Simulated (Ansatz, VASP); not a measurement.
**Two plane-wave programs on Ta4O**

The input INCAR:

```
PREC = Accurate
ENCUT = 520
EDIFF = 1E-7
ISMEAR = 0
SIGMA = 0.1
LREAL = F
LASPH = T
NELM = 80
ALGO = Normal
ISIF = 2
LWAVE = F
LCHARG = F
GGA = PS
NBANDS = 33
```

Contents of KPOINTS:

```
Automatic mesh
0
Gamma
  12 12 6
```

File POSCAR:

```
Ta4O
1.0
    3.2574970000      0.0000000000      0.0000000000
    0.0000000000      3.2574970000      0.0000000000
    0.0000000000      0.0000000000      7.4093410000
Ta O
4 1
Direct
    0.5000000000      0.5000000000      0.5000000000
    0.5000000000      0.5000000000      0.7831580000
    0.5000000000      0.5000000000      0.2168420000
    0.0000000000      0.0000000000      0.0000000000
    0.0000000000      0.0000000000      0.5000000000
```

Input for Ansatz:

```yaml
crystal:
  lattice:
    - [3.257497, 0.0, 0.0]
    - [0.0, 3.257497, 0.0]
    - [0.0, 0.0, 7.409341]
  atoms:
    - { symbol: Ta, position: [0.5, 0.5, 0.5] }
    - { symbol: Ta, position: [0.5, 0.5, 0.783158] }
    - { symbol: Ta, position: [0.5, 0.5, 0.216842] }
    - { symbol: Ta, position: [0.0, 0.0, 0.0] }
    - { symbol: O, position: [0.0, 0.0, 0.5] }
basis:
  ecutwfc: 420
kpoints:
  mp_grid: { grid: [12, 12, 6] }
hamiltonian:
  xc: pbesol
scf:
  occupations: { method: gaussian, width: 0.1 }
  max_iter: 87
output:
  forces: true
  stress: true
  eigenvalues: true
```

Change from the starting cell: input fault: two atoms' positions swapped.

Alike in both runs: task single point; functional PBEsol; k mesh 12 × 12 × 6; occupations gaussian, width 0.1 eV; no spin polarisation.

```csv
,VASP,Ansatz
version,VASP 6.6.1,Ansatz 0.2.0
potentials or method,"VASP PAW PBE potentials, release 64 (Ta_pv, O), cutoff 520 eV","scalar-relativistic, plane waves, PAW"
valence electrons in the cell,50,58
```

```csv
,VASP,Ansatz,Ansatz less VASP
gap on the k mesh at the Fermi level (eV),none,none,-
pressure (GPa),23.9,23.4,-0.50
"traceless stress, the component that is largest in VASP (GPa)",71.77,71.40,-0.366
rms of the force components (eV/Å),3.795,3.763,-0.0319
```

VASP's potentials were made for PBE, not for PBEsol. Atom by atom the forces differ by 0.032 eV/Å (rms over components). A gap of «none» marks a metal or a gap that the smearing closes. VASP's potentials hold 50 valence electrons a cell and Ansatz's 58, so a difference there can come from the potentials and not from the codes.

Spin-orbit coupling is off throughout.
